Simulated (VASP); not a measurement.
# AlN (P6_3mc) in VASP: notebook

The runs below take AlN through single point, relaxation of cell and atoms, with revPBE+D3(BJ).

Everything below comes from runs of VASP 6.6.1. Logs are shortened: lines on timing, memory, paths and dates and some standing lists are left out, and cuts for length are marked.

**The experiment to reproduce.**

“Structural and optical properties of self-assembled AlN nanowires grown on SiO2/Si substrates by molecular beam epitaxy”, 2024, arxiv:2402.00216 quotes, for a bulk crystal of AlN at 0 K: band gap 6.0343 eV (an exciton energy, a little under the gap).

The runs below are set against these values where they give the same quantity.

## 1. The cell of the first run

The structure is hexagonal, space group P6_3mc (No. 186). Conventional cell: a = 3.102 Å, b = 3.102 Å, c = 4.963 Å, α = 90.00°, β = 90.00°, γ = 120.00°. Within 2.5 Å of Al (site symmetry 3m) lie 4 N at 1.88 to 1.90 Å. Within 2.5 Å of N (site symmetry 3m) lie 4 Al at 1.88 to 1.90 Å.

## 2. Single point, revPBE+D3(BJ)

The input, INCAR:

```
ALGO = Normal
EDIFF = 1E-6
ENCUT = 520
GGA = RE
ISIF = 2
ISMEAR = 0
IVDW = 12
LASPH = T
LCHARG = F
LREAL = F
LWAVE = F
NBANDS = 16
NELM = 80
PREC = Accurate
SIGMA = 0.01
```

The input, KPOINTS:

```
k-points
0
Gamma
  6 6 4
```

The input, POSCAR:

```
AlN
1.0
    3.1021879695      0.0000000000      0.0000000000
   -1.5510939847      2.6865735889      0.0000000000
    0.0000000000      0.0000000000      4.9630920334
Al N
2 2
Direct
    0.3333333333      0.6666666667     -0.0010628002
    0.6666666667      0.3333333333      0.4989371998
    0.3333333333      0.6666666667      0.3810628002
    0.6666666667      0.3333333333      0.8810628002
```

Potentials or basis: VASP PAW PBE potentials, release 64 (Al, N).

Command:

```
$ cat potpaw_PBE.64/Al/POTCAR potpaw_PBE.64/N/POTCAR > POTCAR
$ mpirun -np 1 vasp_std > vasp.out
```

OUTCAR:

```text
EDIFF = 1E-6
   ENCUT = 520
   GGA = RE
   ISIF = 2
   ISMEAR = 0
   IVDW = 12
   LASPH = T
   LREAL = F
   NELM = 80
   PREC = Accurate
 IVDW          = 12

 ion  position               nearest neighbor table
   1  0.333  0.667  0.999-   4 1.88   4 1.88   4 1.88   3 1.90   2 3.06   2 3.06   2 3.06   2 3.06
                             2 3.06   2 3.06
   2  0.667  0.333  0.499-   3 1.88   3 1.88   3 1.88   4 1.90   1 3.06   1 3.06   1 3.06   1 3.06
                             1 3.06   1 3.06
   3  0.333  0.667  0.381-   2 1.88   2 1.88   2 1.88   1 1.90
   4  0.667  0.333  0.881-   1 1.88   1 1.88   1 1.88   2 1.90

  LATTYP: Found a hexagonal cell.
 ALAT       =     3.1021879695
 C/A-ratio  =     1.5998682485

  Lattice vectors:

 A1 = (   3.1021879695,   0.0000000000,   0.0000000000)
 A2 = (  -1.5510939847,   2.6865735889,   0.0000000000)
 A3 = (   0.0000000000,   0.0000000000,   4.9630920334)

Analysis of symmetry for initial positions (statically):
=====================================================================
 Subroutine PRICEL returns:
 Original cell was already a primitive cell.

 Routine SETGRP: Setting up the symmetry group for a
 hexagonal supercell.

 Subroutine GETGRP returns: Found 12 space group operations
 (whereof  6 operations were pure point group operations)
 out of a pool of 24 trial point group operations.

The static configuration has the point symmetry C_3v.
 The point group associated with its full space group is C_6v.

Analysis of symmetry for dynamics (positions and initial velocities):
=====================================================================
 Subroutine PRICEL returns:
 Original cell was already a primitive cell.

 Routine SETGRP: Setting up the symmetry group for a
 hexagonal supercell.

 Subroutine GETGRP returns: Found 12 space group operations
 (whereof  6 operations were pure point group operations)
 out of a pool of 24 trial point group operations.

The dynamic configuration has the point symmetry C_3v.
 The point group associated with its full space group is C_6v.

 Subroutine INISYM returns: Found 12 space group operations
 (whereof  6 operations are pure point group operations),
 and found     1 'primitive' translations

----------------------------------------------------------------------------------------

                                     Primitive cell

  volume of cell :      41.3637

  direct lattice vectors                    reciprocal lattice vectors
     3.102187970  0.000000000  0.000000000     0.322353129  0.186110666  0.000000000
    -1.551093985  2.686573589  0.000000000     0.000000000  0.372221332  0.000000000
     0.000000000  0.000000000  4.963092033     0.000000000  0.000000000  0.201487297

  length of vectors
     3.102187970  3.102187969  4.963092033     0.372221332  0.372221332  0.201487297

  position of ions in fractional coordinates (direct lattice)
     0.333333333  0.666666667  0.998937200
     0.666666667  0.333333333  0.498937200
     0.333333333  0.666666667  0.381062800
     0.666666667  0.333333333  0.881062800

  ion indices of the primitive-cell ions
   primitive index   ion index
                 1           1
                 2           2
                 3           3
                 4           4

----------------------------------------------------------------------------------------

 KPOINTS: k-points

Automatic generation of k-mesh.
 Grid dimensions read from file:
 generate k-points for:    6    6    4

 Generating k-lattice:

  Cartesian coordinates                     Fractional coordinates (reciprocal lattice)
     0.053725522  0.031018444  0.000000000     0.166666667 -0.000000000  0.000000000
     0.000000000  0.062036889  0.000000000     0.000000000  0.166666667  0.000000000
     0.000000000  0.000000000  0.050371824     0.000000000  0.000000000  0.250000000

  Length of vectors
     0.062036889  0.062036889  0.050371824

  Shift w.r.t. Gamma in fractional coordinates (k-lattice)
     0.000000000  0.000000000  0.000000000

 Subroutine IBZKPT returns following result:
 ===========================================

 Found     21 irreducible k-points:

 Following reciprocal coordinates:
            Coordinates               Weight
  0.000000  0.000000  0.000000      1.000000
  0.166667  0.000000  0.000000      6.000000
  0.333333  0.000000  0.000000      6.000000
  0.500000  0.000000  0.000000      3.000000
  0.166667  0.166667  0.000000      6.000000
  0.333333  0.166667  0.000000     12.000000
[... 13 lines left out ...]
  0.333333  0.166667  0.500000     12.000000
  0.333333  0.333333  0.500000      2.000000
   k-points           NKPTS =     21   k-points in BZ     NKDIM =     21   number of bands    NBANDS=     16
   number of dos      NEDOS =    301   number of ions     NIONS =      4
   total plane-waves  NPLWV =  23040
   dimension x,y,z NGX =    24 NGY =   24 NGZ =   40
   dimension x,y,z NGXF=    48 NGYF=   48 NGZF=   80
   ions per type =               2   2
   NGX,Y,Z   is equivalent  to a cutoff of  12.86, 12.86, 13.40 a.u.
   NGXF,Y,Z  is equivalent  to a cutoff of  25.72, 25.72, 26.80 a.u.
 SYSTEM =  unknown system
   PREC   = accura    normal or accurate (medium, high low for compatibility)
   ISTART =      0    job   : 0-new  1-cont  2-samecut
   ICHARG =      2    charge: 1-file 2-atom 10-const
   ISPIN  =      1    spin polarized calculation?
   LNONCOLLINEAR =      F non collinear calculations
   LSORBIT =      F    spin-orbit coupling
   LASPH  =      T    aspherical Exc in radial PAW
   ENCUT  =  520.0 eV  38.22 Ry    6.18 a.u.   5.77  5.77  9.23*2*pi/ulx,y,z
   NELM   =     80;   NELMIN=  2; NELMDL= -5     # of ELM steps
   EDIFF  = 0.1E-05   stopping-criterion for ELM
   LREAL  =      F    real-space projection
   EDIFFG = 0.1E-04   stopping-criterion for IOM
   NSW    =      0    number of steps for IOM
   IBRION =     -1    ionic relax: 0-MD 1-quasi-New 2-CG
   NFREE  =      0    steps in history (QN), initial steepest desc. (CG)
   ISIF   =      2    stress and relaxation
   ISYM   =      2    0-nonsym 1-usesym 2-fastsym
   POTIM  = 0.5000    time-step for ionic-motion
   TEBEG  =    0.0;   TEEND  =   0.0 temperature during run
   PSTRESS=    0.0 pullay stress
   NELECT =      16.0000    total number of electrons
   NUPDOWN=      -1.0000    fix difference up-down
   EMIN   =  10.00;   EMAX   =-10.00  energy-range for DOS
   EFERMI =   0.00;   METHOD = LEGACY
   ISMEAR =     0;   SIGMA  =   0.01  broadening in eV -4-tet -1-fermi 0-gaus
   EFERMI_NEDOS =   21; number of points for ismear=-14 and -15
   IALGO  =     38    algorithm
   IMIX   =      4    mixing-type and parameters
     AMIX     =   0.40;   BMIX     =  1.00
     AMIX_MAG =   1.60;   BMIX_MAG =  1.00
  volume/ion in A,a.u.               =      10.34        69.78
  Fermi-wavevector in a.u.,A,eV,Ry     =   1.192821  2.254104 19.358652  1.422821
  Thomas-Fermi vector in A             =   2.328850
   LORBIT       =      0    0 simple, 1 ext, 2 COOP (PROOUT), +10 PAW based schemes
   GGA     = RE    functional components
   LHFCALC =     F    Hartree Fock is set to
   AEXX    =    0.0000 exact exchange contribution
   IVDW    =    12    specifies the selected vdW correction
   LEPSILON=     F    determine dielectric tensor
   LRPA    =     F    only Hartree local field effects (RPA)
 non-spin polarized calculation
 Gauss-broadening in eV      SIGMA  =   0.01
  energy-cutoff  :      520.00
  volume of cell :       41.36
 maximum number of plane-waves:      1132
 NGX is ok and might be reduce to    24
   NGX = 11   NGY = 11   NGZ = 19

 number of electron      15.9999996 magnetization

 Free energy of the ion-electron system (eV)
  ---------------------------------------------------
  ext. energy  EPLUGINS =         0.00000000
  ---------------------------------------------------
  free energy    TOTEN  =       -28.53502364 eV

  energy without entropy =      -28.53502364  energy(sigma->0) =      -28.53502364

 E-fermi :   6.4419     XC(G=0): -10.8596

 val. band max:        6.3453042890   @ k =   0.0000   0.0000   0.0000
 cond. band min:      10.6630795762   @ k =   0.0000   0.0000   0.0000
 fundamental gap:      4.3177752873
 Fermi energy:         6.4418809045

 k-point     1 :       0.0000    0.0000    0.0000
  band No.  band energies     occupation
      1      -8.9437      2.00000
      2      -6.7841      2.00000
      3       0.3242      2.00000
      4       5.4607      2.00000
      5       5.4607      2.00000
      6       6.1129      2.00000
[... 8 lines left out ...]
     15      19.6356      0.00000
     16      19.6356      0.00000

 k-point     2 :       0.1667    0.0000    0.0000
  band No.  band energies     occupation
      1      -8.5956      2.00000
      2      -6.5966      2.00000
      3       0.7423      2.00000
      4       4.0455      2.00000
      5       4.8320      2.00000
      6       5.0686      2.00000
[... 8 lines left out ...]
     15      18.8737      0.00000
     16      19.2337      0.00000

 k-point     3 :       0.3333    0.0000    0.0000
  band No.  band energies     occupation
      1      -7.6974      2.00000
      2      -6.2654      2.00000
      3       1.8252      2.00000
      4       1.8932      2.00000
      5       3.0076      2.00000
      6       4.4790      2.00000
[... 8 lines left out ...]
     15      18.6145      0.00000
     16      20.8999      0.00000

 k-point     4 :       0.5000    0.0000    0.0000
  band No.  band energies     occupation
      1      -6.9714      2.00000
      2      -6.2733      2.00000
      3       0.8705      2.00000
      4       2.1658      2.00000
      5       2.9848      2.00000
      6       4.2332      2.00000
[... 8 lines left out ...]
     15      19.2770      0.00000
     16      21.7056      0.00000
[... 267 lines left out ...]
 k-point    19 :       0.1667    0.1667    0.5000
  band No.  band energies     occupation
      1      -7.2395      2.00000
      2      -7.2395      2.00000
      3       2.1119      2.00000
      4       2.1119      2.00000
      5       4.4929      2.00000
      6       4.4929      2.00000
[... 8 lines left out ...]
     15      19.4277      0.00000
     16      19.4277      0.00000

 k-point    20 :       0.3333    0.1667    0.5000
  band No.  band energies     occupation
      1      -6.6162      2.00000
      2      -6.6162      2.00000
      3       1.1667      2.00000
      4       1.1667      2.00000
      5       3.6960      2.00000
      6       3.6960      2.00000
[... 8 lines left out ...]
     15      19.9477      0.00000
     16      19.9477      0.00000

 k-point    21 :       0.3333    0.3333    0.5000
  band No.  band energies     occupation
      1      -6.3911      2.00000
      2      -6.3911      2.00000
      3       1.4946      2.00000
      4       1.4946      2.00000
      5       2.4520      2.00000
      6       2.4520      2.00000
[... 8 lines left out ...]
     15      20.2580      0.00000
     16      20.2580      0.00000

------------------------ aborting loop because EDIFF is reached ----------------------------------------

 Edisp (eV)   -2.12161

 E8    (eV) :    -1.4058

  FORCE on cell =-STRESS in cart. coord.  units (eV):
  Direction    XX          YY          ZZ          XY          YZ          ZX
  --------------------------------------------------------------------------------------
  -------------------------------------------------------------------------------------
  Total      -0.15407    -0.15407    -0.13382    -0.00000    -0.00000     0.00000
  in kB      -5.96792    -5.96792    -5.18344    -0.00000    -0.00000     0.00000
  external pressure =       -5.71 kB  Pullay stress =        0.00 kB

 VOLUME and BASIS-vectors are now :
 -----------------------------------------------------------------------------
  energy-cutoff  :      520.00
  volume of cell :       41.36
      direct lattice vectors                 reciprocal lattice vectors
     3.102187970  0.000000000  0.000000000     0.322353129  0.186110666  0.000000000
    -1.551093985  2.686573589  0.000000000     0.000000000  0.372221332  0.000000000
     0.000000000  0.000000000  4.963092033     0.000000000  0.000000000  0.201487297

 POSITION                                       TOTAL-FORCE (eV/Angst)
 -----------------------------------------------------------------------------------
     -0.00000      1.79105      4.95782         0.000000      0.000000      0.000586
      1.55109      0.89552      2.47627         0.000000     -0.000000      0.000586
     -0.00000      1.79105      1.89125         0.000000      0.000000     -0.000586
      1.55109      0.89552      4.37280        -0.000000     -0.000000     -0.000586
 -----------------------------------------------------------------------------------
    total drift:                               -0.000000      0.000000     -0.000757

  FREE ENERGIE OF THE ION-ELECTRON SYSTEM (eV)
  ---------------------------------------------------
  free  energy   TOTEN  =       -30.6566309632 eV

  energy  without entropy=      -30.6566309632  energy(sigma->0) =      -30.65663096
```

Wall time 14 s (1 thread of Intel Xeon 8259CL, shared host); peak memory 0.17 GiB.

Results:

```
Free energy                : -30.6566 eV
Pressure                   : -0.6 GPa
Band gap on the k mesh     : 4.32 eV, direct
Dispersion energy per atom : -0.530 eV
```

Levels at points of the mesh, in eV from the valence-band top:
| k point | band 4 | band 5 | band 6 | band 7 | band 8 | band 9 | band 10 | band 11 | band 12 | band 13 |
| --- | --- | --- | --- | --- | --- | --- | --- | --- | --- | --- |
| (0.00, 0.00, 0.00) | -0.88 | -0.88 | -0.23 | -0.23 | 0.00 | 4.32 | 6.80 | 10.76 | 11.27 | 11.27 |
| (0.50, 0.00, 0.00) | -4.18 | -3.36 | -2.11 | -1.78 | -0.71 | 5.87 | 5.90 | 8.32 | 10.39 | 11.00 |
| (0.00, 0.00, 0.50) | -3.34 | -0.57 | -0.57 | -0.57 | -0.57 | 6.59 | 6.59 | 10.47 | 10.47 | 11.59 |
| (0.50, 0.00, 0.50) | -5.63 | -1.48 | -1.48 | -1.37 | -1.37 | 5.39 | 5.39 | 9.37 | 9.37 | 12.01 |

Caveat: the PAW data sets were made with another functional, which shifts forces and pressure a little.

## 3. Relaxation of cell and atoms, revPBE+D3(BJ)

This run uses another cell than the first one, of 10.45 Å³/atom, 1.011 times its volume.

The input, INCAR:

```
SYSTEM = AlN
PREC = Accurate
ENCUT = 600
EDIFF = 1E-6
ISMEAR = 0
SIGMA = 0.01
LREAL = .FALSE.
LASPH = .TRUE.
NELM = 80
ALGO = Normal
ISIF = 3
LWAVE = .FALSE.
LCHARG = .FALSE.
GGA = RE
IVDW = 12
IBRION = 2
NSW = 80
EDIFFG = -0.03
```

The input, KPOINTS:

```
Automatic mesh
0
G
  6 6 4
  0 0 0
```

The input, POSCAR:

```
AlN
1.0
    3.1130000000      0.0000000000      0.0000000000
   -1.5565000000      2.6959370800      0.0000000000
    0.0000000000      0.0000000000      4.9810000000
Al N
2 2
Direct
    0.3333333333      0.6666666667      0.0000000000
    0.6666666667      0.3333333333      0.5000000000
    0.3333333333      0.6666666667      0.3800000000
    0.6666666667      0.3333333333      0.8800000000
```

Potentials or basis: VASP PAW PBE potentials, release 64 (Al, N).

Command:

```
$ cat potpaw_PBE.64/Al/POTCAR potpaw_PBE.64/N/POTCAR > POTCAR
$ mpirun -np 1 vasp_std > vasp.out
```

Run time: 42 s. Hardware: 1 thread of Intel Xeon 8259CL, shared host; peak memory 0.19 GiB.

Results (log left out):

| Item | Value |
| --- | --- |
| Free energy | -30.6592 eV |
| Relaxed volume | 10.31 Å³/atom |
| Relaxed cell | a = 3.096 Å, b = 3.096 Å, c = 4.968 Å, α = 90.00°, β = 90.00°, γ = 120.00° |
| Space group after relaxing (to 0.05 Å) | P6_3mc (No. 186) |
| Energy gained by relaxing | 1.5 meV/atom |
| Ionic steps | 3 |
| Pressure after relaxing | 0.0 GPa |
| Largest force after relaxing | 0.014 eV/Å |
| Band gap on the k mesh | 4.36 eV, direct |
| Dispersion energy per atom | -0.532 eV |

Forces in eV/Å, atoms in the order of the input:
```
Al   0.000  0.000 -0.014
Al   0.000  0.000 -0.014
N    0.000  0.000  0.014
N    0.000  0.000  0.014
```

Stress tensor (GPa, compression positive):
```
 0.18  0.00  0.00
 0.00  0.18  0.00
 0.00  0.00 -0.45
```

Step by step:
```
step  energy change (eV)  largest force (eV/Å)  pressure (GPa)  volume (Å³)
   1              0.0000                0.1311           -2.72        41.80
   2             -0.0011                0.0954            2.56        40.74
   3             -0.0062                0.0139           -0.03        41.24
```

Final structure:
```cif
data_structure
_symmetry_space_group_name_H-M 'P 1'
_symmetry_Int_Tables_number 1
_cell_length_a 3.0960
_cell_length_b 3.0960
_cell_length_c 4.9679
_cell_angle_alpha 90.000
_cell_angle_beta 90.000
_cell_angle_gamma 120.000
_cell_volume 41.24
loop_
_atom_site_label
_atom_site_type_symbol
_atom_site_fract_x
_atom_site_fract_y
_atom_site_fract_z
_atom_site_occupancy
Al1 Al 0.33333 0.66667 0.99933 1
Al2 Al 0.66667 0.33333 0.49933 1
N1 N 0.33333 0.66667 0.38067 1
N2 N 0.66667 0.33333 0.88067 1
```

Levels at points of the mesh, in eV from the valence-band top:
```tsv
k point	band 4	band 5	band 6	band 7	band 8	band 9	band 10	band 11	band 12
(0.00, 0.00, 0.00)	-0.85	-0.85	-0.20	-0.20	0.00	4.36	6.87	10.78	11.34
(0.50, 0.00, 0.00)	-4.17	-3.35	-2.08	-1.78	-0.68	5.87	5.94	8.37	10.43
(0.00, 0.00, 0.50)	-3.34	-0.53	-0.53	-0.53	-0.53	6.64	6.64	10.51	10.51
(0.50, 0.00, 0.50)	-5.61	-1.46	-1.46	-1.37	-1.37	5.41	5.41	9.41	9.41
```

Caveat: the PAW data sets were made with another functional, which shifts forces and pressure a little.

## 4. Comparison with measurements

Step 2. Against the measured gap of AlN, 6.0343 eV (an exciton energy, a little under the gap; 0 K; quoted in “Structural and optical properties of self-assembled AlN nanowires grown on SiO2/Si substrates by molecular beam epitaxy”, 2024, arxiv:2402.00216), the calculated 4.32 eV is off by -1.72 eV. 2 values of this kind are on record (6.034 to 6.0343 eV); this one was drawn at random. The value is that of revPBE+D3(BJ), without temperature or zero-point motion. Semilocal functionals fall short of measured gaps as a rule.
